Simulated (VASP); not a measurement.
# InGa3AsP (P-6m2) in VASP: a series of runs

The runs below take InGa3AsP through single point, relaxation of cell and atoms, with PBE.

All numbers are computed with VASP 6.6.1; they aren't measurements. Logs are shortened: lines on timing, memory, paths and dates and some standing lists are left out, and cuts for length are marked.

## (1) The cell of the first run

The structure is hexagonal, space group P-6m2 (No. 187). Conventional cell: a = 5.848 Å, b = 5.848 Å, c = 4.299 Å, α = 90.00°, β = 90.00°, γ = 120.00°. Within 4.4 Å of In (site symmetry -6m2) lie 3 As at 3.38 Å and 3 P at 3.38 Å and 12 Ga at 3.63 Å and 2 In at 4.30 Å. Ga (site symmetry mm2) has 2 As at 2.73 Å and 2 P at 2.74 Å and 4 Ga at 2.91 to 2.94 Å and 4 In at 3.63 Å within 3.7 Å. P (site symmetry -6m2) has 6 Ga at 2.74 Å and 3 In at 3.38 Å and 3 As at 3.38 Å within 3.6 Å. Within 3.6 Å of As (site symmetry -6m2) lie 6 Ga at 2.73 Å and 3 In at 3.38 Å and 3 P at 3.38 Å.

The cell was generated, and may not be a known phase.

## (2) Single point, PBE

INCAR reads:

```
ALGO = Normal ; EDIFF = 1E-6
ENCUT = 520 ; GGA = PE
ISIF = 2 ; ISMEAR = 0
LASPH = T ; LCHARG = F
LREAL = F ; LWAVE = F
NBANDS = 40 ; NELM = 60
PREC = Accurate ; SIGMA = 0.1
```

KPOINTS reads:

```
k-points
0
Gamma
  3 3 4
```

POSCAR reads:

```
InGa3AsP
1.0
    5.8476917900      0.0000000000      0.0000000000
   -2.9238459000      5.0642496500      0.0000000000
    0.0000000000      0.0000000000      4.2994905000
In Ga P As
1 3 1 1
Direct
    0.6666666700      0.3333333300      0.0000000000
    0.6650506700      0.8325253300      0.5000000000
    0.1674746700      0.8325253300      0.5000000000
    0.1674746700      0.3349493300      0.5000000000
    0.0000000000      0.0000000000      0.0000000000
    0.3333333300      0.6666666700      0.0000000000
```

Potentials or basis: VASP PAW PBE potentials, release 64 (In_d, Ga_d, P, As).

Launch:

```console
> cat potpaw_PBE.64/In_d/POTCAR potpaw_PBE.64/Ga_d/POTCAR potpaw_PBE.64/P/POTCAR potpaw_PBE.64/As/POTCAR > POTCAR
> mpirun -np 1 vasp_std > vasp.out
```

OUTCAR:

```text
EDIFF = 1E-6
   ENCUT = 520
   GGA = PE
   ISIF = 2
   ISMEAR = 0
   LASPH = T
   LREAL = F
   NELM = 60
   PREC = Accurate

 ion  position               nearest neighbor table
   1  0.667  0.333  0.000-   6 3.38   5 3.38   6 3.38   5 3.38   5 3.38   6 3.38
   2  0.665  0.833  0.500-   6 2.73   6 2.73   5 2.74   5 2.74   3 2.91   4 2.91
   3  0.167  0.833  0.500-   6 2.73   6 2.73   5 2.74   5 2.74   2 2.91   4 2.91
   4  0.167  0.335  0.500-   6 2.73   6 2.73   5 2.74   5 2.74   2 2.91   3 2.91
   5  0.000  0.000  0.000-   2 2.74   2 2.74   4 2.74   4 2.74   3 2.74   3 2.74   1 3.38   1 3.38
                             1 3.38
   6  0.333  0.667  0.000-   3 2.73   3 2.73   2 2.73   2 2.73   4 2.73   4 2.73   1 3.38   1 3.38
                             1 3.38

  LATTYP: Found a hexagonal cell.
 ALAT       =     5.8476917900
 C/A-ratio  =     0.7352457439

  Lattice vectors:

 A1 = (   5.8476917900,   0.0000000000,   0.0000000000)
 A2 = (  -2.9238459000,   5.0642496500,   0.0000000000)
 A3 = (   0.0000000000,   0.0000000000,   4.2994905000)

Analysis of symmetry for initial positions (statically):
=====================================================================
 Subroutine PRICEL returns:
 Original cell was already a primitive cell.

 Routine SETGRP: Setting up the symmetry group for a
 hexagonal supercell.

 Subroutine GETGRP returns: Found 12 space group operations
 (whereof 12 operations were pure point group operations)
 out of a pool of 24 trial point group operations.

The static configuration has the point symmetry D_3h.

Analysis of symmetry for dynamics (positions and initial velocities):
=====================================================================
 Subroutine PRICEL returns:
 Original cell was already a primitive cell.

 Routine SETGRP: Setting up the symmetry group for a
 hexagonal supercell.

 Subroutine GETGRP returns: Found 12 space group operations
 (whereof 12 operations were pure point group operations)
 out of a pool of 24 trial point group operations.

The dynamic configuration has the point symmetry D_3h.

 Subroutine INISYM returns: Found 12 space group operations
 (whereof 12 operations are pure point group operations),
 and found     1 'primitive' translations

----------------------------------------------------------------------------------------

                                     Primitive cell

  volume of cell :     127.3258

  direct lattice vectors                    reciprocal lattice vectors
     5.847691790  0.000000000  0.000000000     0.171007645  0.098731310  0.000000000
    -2.923845900  5.064249650  0.000000000     0.000000000  0.197462619  0.000000000
     0.000000000  0.000000000  4.299490500     0.000000000  0.000000000  0.232585698

  length of vectors
     5.847691790  5.847691798  4.299490500     0.197462619  0.197462619  0.232585698

  position of ions in fractional coordinates (direct lattice)
     0.666666670  0.333333330  0.000000000
     0.665050670  0.832525330  0.500000000
     0.167474670  0.832525330  0.500000000
     0.167474670  0.334949330  0.500000000
     0.000000000  0.000000000  0.000000000
     0.333333330  0.666666670  0.000000000

  ion indices of the primitive-cell ions
   primitive index   ion index
                 1           1
                 2           2
                 3           3
                 4           4
                 5           5
                 6           6

----------------------------------------------------------------------------------------

 KPOINTS: k-points

Automatic generation of k-mesh.
 Grid dimensions read from file:
 generate k-points for:    3    3    4

 Generating k-lattice:

  Cartesian coordinates                     Fractional coordinates (reciprocal lattice)
     0.057002548  0.032910437  0.000000000     0.333333333  0.000000000  0.000000000
     0.000000000  0.065820873  0.000000000     0.000000000  0.333333333  0.000000000
     0.000000000  0.000000000  0.058146425     0.000000000  0.000000000  0.250000000

  Length of vectors
     0.065820873  0.065820873  0.058146425

  Shift w.r.t. Gamma in fractional coordinates (k-lattice)
     0.000000000  0.000000000  0.000000000

 Subroutine IBZKPT returns following result:
 ===========================================

 Found      9 irreducible k-points:

 Following reciprocal coordinates:
            Coordinates               Weight
  0.000000  0.000000  0.000000      1.000000
  0.333333 -0.000000  0.000000      6.000000
  0.333333  0.333333  0.000000      2.000000
  0.000000  0.000000  0.250000      2.000000
  0.333333 -0.000000  0.250000     12.000000
  0.333333  0.333333  0.250000      4.000000
  0.000000  0.000000  0.500000      1.000000
  0.333333 -0.000000  0.500000      6.000000
  0.333333  0.333333  0.500000      2.000000
   k-points           NKPTS =      9   k-points in BZ     NKDIM =      9   number of bands    NBANDS=     40
   number of dos      NEDOS =    301   number of ions     NIONS =      6
   total plane-waves  NPLWV =  73728
   dimension x,y,z NGX =    48 NGY =   48 NGZ =   32
   dimension x,y,z NGXF=    96 NGYF=   96 NGZF=   64
   ions per type =               1   3   1   1
   NGX,Y,Z   is equivalent  to a cutoff of  13.65, 13.65, 12.37 a.u.
   NGXF,Y,Z  is equivalent  to a cutoff of  27.29, 27.29, 24.75 a.u.
 SYSTEM =  unknown system
   PREC   = accura    normal or accurate (medium, high low for compatibility)
   ISTART =      0    job   : 0-new  1-cont  2-samecut
   ICHARG =      2    charge: 1-file 2-atom 10-const
   ISPIN  =      1    spin polarized calculation?
   LNONCOLLINEAR =      F non collinear calculations
   LSORBIT =      F    spin-orbit coupling
   LASPH  =      T    aspherical Exc in radial PAW
   ENCUT  =  520.0 eV  38.22 Ry    6.18 a.u.  10.87 10.87  7.99*2*pi/ulx,y,z
   NELM   =     60;   NELMIN=  2; NELMDL= -5     # of ELM steps
   EDIFF  = 0.1E-05   stopping-criterion for ELM
   LREAL  =      F    real-space projection
   EDIFFG = 0.1E-04   stopping-criterion for IOM
   NSW    =      0    number of steps for IOM
   IBRION =     -1    ionic relax: 0-MD 1-quasi-New 2-CG
   NFREE  =      0    steps in history (QN), initial steepest desc. (CG)
   ISIF   =      2    stress and relaxation
   ISYM   =      2    0-nonsym 1-usesym 2-fastsym
   POTIM  = 0.5000    time-step for ionic-motion
   TEBEG  =    0.0;   TEEND  =   0.0 temperature during run
   PSTRESS=    0.0 pullay stress
   NELECT =      62.0000    total number of electrons
   NUPDOWN=      -1.0000    fix difference up-down
   EMIN   =  10.00;   EMAX   =-10.00  energy-range for DOS
   EFERMI =   0.00;   METHOD = LEGACY
   ISMEAR =     0;   SIGMA  =   0.10  broadening in eV -4-tet -1-fermi 0-gaus
   EFERMI_NEDOS =   21; number of points for ismear=-14 and -15
   IALGO  =     38    algorithm
   IMIX   =      4    mixing-type and parameters
     AMIX     =   0.40;   BMIX     =  1.00
     AMIX_MAG =   1.60;   BMIX_MAG =  1.00
  volume/ion in A,a.u.               =      21.22       143.21
  Fermi-wavevector in a.u.,A,eV,Ry     =   1.287953  2.433877 22.569641  1.658822
  Thomas-Fermi vector in A             =   2.419936
   LORBIT       =      0    0 simple, 1 ext, 2 COOP (PROOUT), +10 PAW based schemes
   GGA     = PE    functional components
   LHFCALC =     F    Hartree Fock is set to
   AEXX    =    0.0000 exact exchange contribution
   IVDW    =     0    specifies the selected vdW correction
   LEPSILON=     F    determine dielectric tensor
   LRPA    =     F    only Hartree local field effects (RPA)
 non-spin polarized calculation
 Gauss-broadening in eV      SIGMA  =   0.10
  energy-cutoff  :      520.00
  volume of cell :      127.33
 maximum number of plane-waves:      3441
 NGX is ok and might be reduce to    48
   NGX = 21   NGY = 21   NGZ = 15

 number of electron      62.0000009 magnetization

 Free energy of the ion-electron system (eV)
  ---------------------------------------------------
  ext. energy  EPLUGINS =         0.00000000
  ---------------------------------------------------
  free energy    TOTEN  =       -20.14943364 eV

  energy without entropy =      -20.13723042  energy(sigma->0) =      -20.14333203

 E-fermi :   5.7655     XC(G=0): -10.3489

 val. band max:        5.5883333480   @ k =   0.0000   0.0000   0.2500
 cond. band min:       5.8137028348   @ k =   0.3333  -0.0000   0.5000
 fundamental gap:      0.2253694868
 Fermi energy:         5.7654686861

 k-point     1 :       0.0000    0.0000    0.0000
  band No.  band energies     occupation
      1      -9.4041      2.00000
      2      -9.3272      2.00000
      3      -9.3272      2.00000
      4      -9.3251      2.00000
      5      -9.2984      2.00000
      6      -9.2247      2.00000
[... 32 lines left out ...]
     39      10.3606      0.00000
     40      10.3606      0.00000

 k-point     2 :       0.3333   -0.0000    0.0000
  band No.  band energies     occupation
      1      -9.3476      2.00000
      2      -9.3126      2.00000
      3      -9.2903      2.00000
      4      -9.2609      2.00000
      5      -9.2606      2.00000
      6      -9.2168      2.00000
[... 32 lines left out ...]
     39      10.2439      0.00000
     40      10.3639      0.00000

 k-point     3 :       0.3333    0.3333    0.0000
  band No.  band energies     occupation
      1      -9.2918      2.00000
      2      -9.2751      2.00000
      3      -9.2543      2.00000
      4      -9.2481      2.00000
      5      -9.2448      2.00000
      6      -9.2402      2.00000
[... 208 lines left out ...]
  band No.  band energies     occupation
      1      -9.3696      2.00000
      2      -9.3391      2.00000
      3      -9.3016      2.00000
      4      -9.2584      2.00000
      5      -9.2378      2.00000
      6      -9.2150      2.00000
[... 32 lines left out ...]
     39      11.5563      0.00000
     40      12.0920      0.00000

 k-point     9 :       0.3333    0.3333    0.5000
  band No.  band energies     occupation
      1      -9.3192      2.00000
      2      -9.2903      2.00000
      3      -9.2829      2.00000
      4      -9.2618      2.00000
      5      -9.2490      2.00000
      6      -9.2170      2.00000
[... 32 lines left out ...]
     39      11.2563      0.00000
     40      11.3473      0.00000

------------------------ aborting loop because EDIFF is reached ----------------------------------------

  FORCE on cell =-STRESS in cart. coord.  units (eV):
  Direction    XX          YY          ZZ          XY          YZ          ZX
  --------------------------------------------------------------------------------------
  -------------------------------------------------------------------------------------
  Total        2.6986575      2.6986575     -4.5030249     -0.0000000     -0.0000000      0.0000000
  in kB       33.9579743     33.9579744    -56.6628427     -0.0000000     -0.0000000      0.0000000
  external PRESSURE =       3.7510354 kB  Pullay stress =       0.0000000 kB

 VOLUME and BASIS-vectors are now :
 -----------------------------------------------------------------------------
  energy-cutoff  :      520.00
  volume of cell :      127.33
      direct lattice vectors                 reciprocal lattice vectors
     5.847691790  0.000000000  0.000000000     0.171007645  0.098731310  0.000000000
    -2.923845900  5.064249650  0.000000000     0.000000000  0.197462619  0.000000000
     0.000000000  0.000000000  4.299490500     0.000000000  0.000000000  0.232585698

 POSITION                                       TOTAL-FORCE (eV/Angst)
 -----------------------------------------------------------------------------------
      2.92385      1.68808      0.00000        -0.000000      0.000000     -0.000000
      1.45484      4.21612      2.14975         0.410465      0.236982     -0.000000
     -1.45484      4.21612      2.14975        -0.410465      0.236982     -0.000000
      0.00000      1.69627      2.14975         0.000000     -0.473965      0.000000
      0.00000      0.00000      0.00000        -0.000000      0.000000     -0.000000
     -0.00000      3.37617      0.00000        -0.000000      0.000000     -0.000000
 -----------------------------------------------------------------------------------
    total drift:                               -0.000035      0.000020     -0.000000

  FREE ENERGIE OF THE ION-ELECTRON SYSTEM (eV)
  ---------------------------------------------------
  free  energy   TOTEN  =       -20.1494336447 eV

  energy  without entropy=      -20.1372304237  energy(sigma->0) =      -20.14333203
```

Wall time 1.7 min (1 thread of Intel Xeon 8259CL, shared host); peak memory 0.24 GiB.

Results:

```
Free energy            : -20.1494 eV
Pressure               : 0.4 GPa
Largest force          : 0.474 eV/Å
Band gap on the k mesh : zero (bands 31 and 32 overlap by 1.49 eV)
```

Forces in eV/Å, atoms in the order of the input:
```
In   0.000  0.000  0.000
Ga   0.410  0.237  0.000
Ga  -0.410  0.237  0.000
Ga   0.000 -0.474  0.000
P    0.000  0.000  0.000
As   0.000  0.000  0.000
```

Levels at points of the mesh, in eV from the Fermi level:
```csv
k point,band 28,band 29,band 30,band 31,band 32,band 33,band 34,band 35
"(0.00, 0.00, 0.00)",-3.50,-3.50,-1.18,-0.45,1.56,1.56,2.39,2.39
"(0.00, 0.00, 0.50)",-3.73,-3.44,-1.78,-1.78,-0.89,-0.89,0.07,4.10
```

Caveat: the k points lie up to 0.41 Å⁻¹ apart, too coarse for converged energies and pressures of a metal; spin-orbit coupling is left out, which moves the levels of the heavy elements.

## (3) Single point, PBE

This run uses another cell than the first one, of 21.93 Å³/atom.

INCAR reads:

```
SYSTEM = InGa3AsP
PREC = Accurate
ENCUT = 520
EDIFF = 1E-6
ISMEAR = 0
SIGMA = 0.1
LREAL = .False.
LASPH = .True.
NELM = 80
ALGO = Normal
ISIF = 2
LWAVE = .False.
LCHARG = .False.
GGA = PE
NBANDS = 40
```

KPOINTS reads:

```
regular mesh
0
Gamma
  3 3 4
  0 0 0
```

POSCAR reads:

```
InGa3AsP
1.0
    6.2526572992      0.0000000031      0.0000000000
   -3.1263286522      5.4149600607      0.0000000000
    0.0000000000      0.0000000000      3.8866404544
In Ga P As
1 3 1 1
Direct
    0.6666666667      0.3333333333      0.0000000000
    0.6772552236      0.8386276118      0.5000000000
    0.1613723882      0.8386276118      0.5000000000
    0.1613723882      0.3227447764      0.5000000000
    0.0000000000      0.0000000000      0.0000000000
    0.3333333333      0.6666666667      0.0000000000
```

Potentials or basis: VASP PAW PBE potentials, release 64 (In_d, Ga_d, P, As).

Launch:

```console
> cat potpaw_PBE.64/In_d/POTCAR potpaw_PBE.64/Ga_d/POTCAR potpaw_PBE.64/P/POTCAR potpaw_PBE.64/As/POTCAR > POTCAR
> mpirun -np 1 vasp_std > vasp.out
```

It took 96 s on 1 thread of Intel Xeon 8259CL, shared host; peak memory 0.23 GiB.

Results (log left out):

```yaml
Free_energy: -20.6459 eV
Pressure: 0.0 GPa
Largest_force: 0.006 eV/Å
Band_gap_on_the_k_mesh: zero (bands 31 and 32 overlap by 1.90 eV)
```

Forces in eV/Å, atoms in the order of the input:
```
In   0.000  0.000  0.000
Ga   0.005  0.003  0.000
Ga  -0.005  0.003  0.000
Ga   0.000 -0.006  0.000
P    0.000  0.000  0.000
As   0.000  0.000  0.000
```

Stress tensor (GPa, compression positive):
```
 0.07  0.00  0.00
 0.00  0.07  0.00
 0.00  0.00 -0.15
```

Levels at points of the mesh, in eV from the Fermi level:
```csv
k point,band 29,band 30,band 31,band 32,band 33,band 34
"(0.00, 0.00, 0.00)",-2.09,-0.37,1.40,1.88,1.88,3.13
"(0.00, 0.00, 0.50)",-3.28,-1.32,-1.32,-0.48,-0.48,-0.17
```

Caveat: the k points lie up to 0.40 Å⁻¹ apart, too coarse for converged energies and pressures of a metal; spin-orbit coupling is left out, which moves the levels of the heavy elements.

## (4) Relaxation of cell and atoms, PBE

INCAR reads:

```
PREC = Accurate ; ENCUT = 600
EDIFF = 1E-6 ; ISMEAR = 0
SIGMA = 0.1 ; LREAL = False
LASPH = True ; NELM = 80
ALGO = Normal ; ISIF = 3
LWAVE = False ; LCHARG = False
GGA = PE ; IBRION = 2
NSW = 90 ; EDIFFG = -0.04
```

KPOINTS reads:

```
regular mesh
0
Gamma
  3 3 4
```

POSCAR reads:

```
InGa3AsP
1.0
    5.8476917900      0.0000000000      0.0000000000
   -2.9238459000      5.0642496500      0.0000000000
    0.0000000000      0.0000000000      4.2994905000
In Ga P As
1 3 1 1
Direct
    0.6666666700      0.3333333300      0.0000000000
    0.6650506700      0.8325253300      0.5000000000
    0.1674746700      0.8325253300      0.5000000000
    0.1674746700      0.3349493300      0.5000000000
    0.0000000000      0.0000000000      0.0000000000
    0.3333333300      0.6666666700      0.0000000000
```

Launch:

```console
> cat potpaw_PBE.64/In_d/POTCAR potpaw_PBE.64/Ga_d/POTCAR potpaw_PBE.64/P/POTCAR potpaw_PBE.64/As/POTCAR > POTCAR
> mpirun -np 1 vasp_std > vasp.out
```

Wall time 11 min (1 thread of Intel Xeon 8259CL, shared host); peak memory 0.29 GiB.

Results (log left out):

- Free energy: -20.6446 eV
- Relaxed volume: 21.96 Å³/atom
- Relaxed cell: a = 6.258 Å, b = 6.258 Å, c = 3.885 Å, α = 90.00°, β = 90.00°, γ = 120.00°
- Space group after relaxing (to 0.1 Å): P-6m2 (No. 187)
- Energy gained by relaxing: 82.6 meV/atom
- Ionic steps: 8
- Pressure after relaxing: -0.1 GPa
- Largest force after relaxing: 0.024 eV/Å
- Band gap on the k mesh: zero (bands 31 and 32 overlap by 1.92 eV)

Forces on the atoms (eV/Å):
```
In   0.000  0.000  0.000
Ga  -0.021 -0.012  0.000
Ga   0.021 -0.012  0.000
Ga   0.000  0.024  0.000
P    0.000  0.000  0.000
As   0.000  0.000  0.000
```

Stress tensor (GPa, compression positive):
```
-0.03  0.00  0.00
 0.00 -0.03  0.00
 0.00  0.00 -0.11
```

The path:
| step | energy change (eV) | largest force (eV/Å) | pressure (GPa) | volume (Å³) |
| --- | --- | --- | --- | --- |
| 1 | 0.0000 | 0.4743 | 0.35 | 127.33 |
| 2 | -0.3167 | 0.2764 | 0.09 | 128.03 |
| 3 | -0.2811 | 0.1758 | 2.94 | 128.33 |
| 4 | -0.4726 | 0.0148 | 0.97 | 128.53 |
| 5 | -0.4822 | 0.0409 | 1.35 | 128.55 |
| 6 | -0.4831 | 0.0320 | 1.28 | 128.55 |
| 7 | -0.4937 | 0.0223 | -0.49 | 133.02 |
| 8 | -0.4956 | 0.0241 | -0.05 | 131.75 |

Final structure:
```
CELL_PARAMETERS angstrom
6.25806 0.00000 0.00000
-3.12903 5.41964 0.00000
0.00000 0.00000 3.88457
ATOMIC_POSITIONS crystal
In 0.66667 0.33333 0.00000
Ga 0.67791 0.83895 0.50000
Ga 0.16105 0.83895 0.50000
Ga 0.16105 0.32209 0.50000
P 0.00000 0.00000 0.00000
As 0.33333 0.66667 0.00000
```

Levels at points of the mesh, in eV from the Fermi level:
| k point | band 29 | band 30 | band 31 | band 32 | band 33 | band 34 |
| --- | --- | --- | --- | --- | --- | --- |
| (0.00, 0.00, 0.00) | -2.08 | -0.36 | 1.41 | 1.86 | 1.86 | 3.13 |
| (0.00, 0.00, 0.50) | -3.29 | -1.32 | -1.32 | -0.48 | -0.48 | -0.18 |

Caveat: the k points lie up to 0.40 Å⁻¹ apart in the final cell, too coarse for converged energies and pressures of a metal; spin-orbit coupling is left out, which moves the levels of the heavy elements.

## (5) Overview

```tsv
task	cell	cutoff (eV)	gap on the mesh (eV)	pressure (GPa)	largest force (eV/Å)
single point	a = 5.848, b = 5.848, c = 4.299 Å, angles 90.0, 90.0, 120.0°, 6 atoms, atomic positions A	520	none	0.4	0.47
single point	a = 6.253, b = 6.253, c = 3.887 Å, angles 90.0, 90.0, 120.0°, 6 atoms, atomic positions B	520	none	0.0	0.01
relaxation of cell and atoms	relaxed from a = 5.848, b = 5.848, c = 4.299 Å, angles 90.0, 90.0, 120.0°, 6 atoms, atomic positions A	600	none	-0.1	0.02
```

Alike in all rows: level PBE; potentials or basis VASP PAW PBE potentials, release 64 (In_d, Ga_d, P, As); no spin polarisation; k mesh 3 × 3 × 4; smearing gaussian 0.1 eV.

Caveats: all runs use coarse meshes; spin-orbit coupling is left out, which moves the levels of the heavy elements.

Absolute energies hang on the potentials; compare differences alone.

The gap in the log of VASP goes by the Fermi energy; the results here count the filled bands.